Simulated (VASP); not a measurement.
Ba, 1 atom in the cell. It takes space group Fm-3m (No. 225, cubic). Conventional cell: a = 5.980 Å, b = 5.980 Å, c = 5.980 Å, α = 90.00°, β = 90.00°, γ = 90.00°. Ba (site symmetry m-3m) has 12 Ba at 4.23 Å within 5.5 Å. This isn't the form of Ba at room conditions, which is bcc.

* Program: VASP 6.6.1
* Task: relaxation of cell and atoms
* Functional: LDA
* Potentials or basis: VASP PAW LDA potentials, release 64 (Ba_sv)
* Cutoff: 600 eV
* k mesh: 16 × 16 × 16
* Occupations: fermi-dirac, width 0.1 eV
* Spin: no spin polarisation
* Target pressure: 7 GPa
* Dipole correction: no
* Further INCAR settings: ALGO = Normal; EDIFF = 1e-06; IBRION = 2; EDIFFG = -0.002; NSW = 100; ISIF = 3

Potentials or basis: VASP PAW LDA potentials, release 64 (Ba_sv).

Launch:

```bash
$ cat potpaw_LDA.64/Ba_sv/POTCAR > POTCAR
$ mpirun -np 1 vasp_std > vasp.out
```

Hardware: 1 thread of Intel Xeon 8259CL, with other jobs on the host.

Problem. Estimate the wall time of this run.

Solution. Run time: 4.7 min on 1 thread of Intel Xeon 8259CL, with other jobs on the host, peak memory 0.25 GiB. Counts: scf iterations 38, k points 145, ion steps 5.
